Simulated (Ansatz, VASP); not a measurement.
**One calculation of Si, two programs**

```
CELL_PARAMETERS angstrom
3.93467 0.00000 0.00000
-1.96734 3.40752 0.00000
0.00000 0.00000 12.92462
ATOMIC_POSITIONS crystal
Si 0.00000 0.00000 0.00050
Si 0.33333 0.66667 0.24965
Si 0.00000 0.00000 0.50050
Si 0.66667 0.33333 0.74965
Si 0.00000 0.00000 0.18700
Si 0.33333 0.66667 0.43785
Si 0.00000 0.00000 0.68700
Si 0.66667 0.33333 0.93785
```

Alike in both runs: task single point; functional PBE; k mesh 6 × 6 × 2; no spin polarisation.

|  | VASP | Ansatz |
| --- | --- | --- |
| version | VASP 6.6.1 | Ansatz 0.2.0 |
| potentials or method | VASP PAW PBE potentials, release 64 (Si) | plane waves, PAW |
| plane-wave cutoff (eV) | 520 | 420 |
| occupations | gaussian, width 0.01 eV | fixed |
| valence electrons in the cell | 32 | 32 |

```csv
,VASP,Ansatz,Ansatz less VASP
gap on the k mesh at the Fermi level (eV),0.71,0.71,-0.002
pressure (GPa),-4.6,-4.5,+0.07
"traceless stress, the component that is largest in VASP (GPa)",-0.14,-0.14,+0.002
rms of the force components (eV/Å),0.010,0.010,-0.0002
```

Atom by atom the forces differ by 0.000 eV/Å (rms over components).
